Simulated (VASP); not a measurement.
Here is a VASP 6.6.1 calculation.

Contents of INCAR:

```
SYSTEM = Pd
  ALGO = Normal
  EDIFF = 1E-7
  ENCUT = 520
  GGA = PS
  ISIF = 2
  ISMEAR = 0
  LASPH = .True.
  LCHARG = .False.
  LREAL = .False.
  LWAVE = .False.
  NBANDS = 11
  NELM = 60
  PREC = Accurate
  SIGMA = 0.1
```

File KPOINTS:

```
k-points
0
Gamma
  15 15 15
  0 0 0
```

Contents of POSCAR:

```
Pd
1.0
    2.7439667432      0.0000000000      0.0000000000
   -1.3719833716      2.3763449068      0.0000000000
    1.3719833716      0.7921149689      2.2337173790
Pd
1
Direct
    0.0000000000      0.0000000000      0.0000000000
```

Potentials or basis: VASP PAW PBE potentials, release 64 (Pd).

Command:

```console
$ cat potpaw_PBE.64/Pd/POTCAR > POTCAR
$ mpirun -np 1 vasp_std > vasp.out
```

Problem. Estimate the band gap on the k mesh.

Solution. Zero (bands 5 and 6 overlap by 1.59 eV).

Problem. Estimate the pressure.

Solution. -0.7 GPa.

Stress tensor (GPa, compression positive):
```
-0.87  0.00  0.00
 0.00 -0.87  0.00
 0.00  0.00 -0.40
```

Caveat: the PAW data sets were made with another functional, which shifts forces and pressure a little.
